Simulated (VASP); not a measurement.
Runs of VASP 6.6.1 on Hf. The structure is that of space group Im-3m (No. 229), or close to it. The cells are those of the table. 

```csv
cell,gap on the mesh (eV),pressure (GPa)
"a = 3.158 Å, angles 109.1, 109.1, 110.3°, 1 atom",none,-11.4
"a = 3.189 Å, angles 109.9, 109.9, 108.7°, 1 atom",none,-13.3
"a = 3.174 Å, angles 108.3, 108.3, 111.9°, 1 atom",none,-12.3
"a = 3.158 Å, angles 110.3, 110.3, 107.9°, 1 atom",none,-11.4
"a = 3.189 Å, angles 108.7, 108.7, 111.1°, 1 atom",none,(a)
"a = 3.142 Å, angles 108.7, 108.7, 111.1°, 1 atom",none,-10.4
"a = 3.142 Å, angles 109.9, 109.9, 108.7°, 1 atom",none,-10.4
"a = 3.205 Å, angles 109.1, 109.1, 110.3°, 1 atom",none,-14.1
```

Alike in all rows: task single point; level PBEsol; potentials or basis VASP PAW PBE potentials, release 64 (Hf_pv); no spin polarisation; k mesh 18 × 18 × 18; cutoff (eV) 520; smearing gaussian 0.15 eV.

Question: Estimate the missing entries.

Answer: (a) -13.2.

Caveats: the PAW data sets were made with another functional, which shifts forces and pressure a little; spin-orbit coupling is left out, which moves the levels of the heavy elements.

A k mesh can miss the band edges, and the runs leave out spin-orbit coupling on Hf.

A gap of «none» marks levels without a gap at the run's occupations.
